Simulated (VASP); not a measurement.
Wanted: the native input for a VASP 6.6.1 run.

```
Task                   : single point
Functional             : PBE
Potentials or basis    : VASP PAW PBE potentials, release 64 (Ta_pv, As)
Cutoff                 : 500 eV
k mesh                 : 12 × 12 × 12
Occupations            : gaussian, width 0.05 eV
Spin                   : no spin polarisation
Dipole correction      : no
Further INCAR settings : ALGO = Normal; EDIFF = 1e-06; NBANDS = 15
```

The structure of TaAs lies in POSCAR:

```
TaAs
1.0
    0.0000000000      2.6328750318      2.6328750318
    2.6328750318      0.0000000000      2.6328750318
    2.6328750318      2.6328750318      0.0000000000
Ta As
1 1
Direct
    0.5000000000      0.5000000000      0.5000000000
    0.0000000000      0.0000000000      0.0000000000
```

The input as run:

INCAR

```
SYSTEM = TaAs
PREC = Accurate ; ENCUT = 500
EDIFF = 1E-6 ; ISMEAR = 0
SIGMA = 0.05 ; LREAL = .False.
LASPH = .True. ; NELM = 120
ALGO = Normal ; ISIF = 2
LWAVE = .False. ; LCHARG = .False.
GGA = PE ; NBANDS = 15
GGA_COMPAT = .False.
```

KPOINTS

```
Automatic mesh
0
Gamma
  12 12 12
  0 0 0
```

Potentials or basis: VASP PAW PBE potentials, release 64 (Ta_pv, As).

The run is started by

```bash
$ cat potpaw_PBE.64/Ta_pv/POTCAR potpaw_PBE.64/As/POTCAR > POTCAR
$ mpirun -np 1 vasp_std > vasp.out
```

Results of the run:

```yaml
Pressure: 0.4 GPa
Band_gap_on_the_k_mesh: zero (bands 8 and 9 overlap by 2.17 eV)
```

Caveat: spin-orbit coupling is left out, which moves the levels of the heavy elements.

It took 62 s on 1 thread of Intel Xeon 8259CL (shared host), peak memory 0.18 GiB.
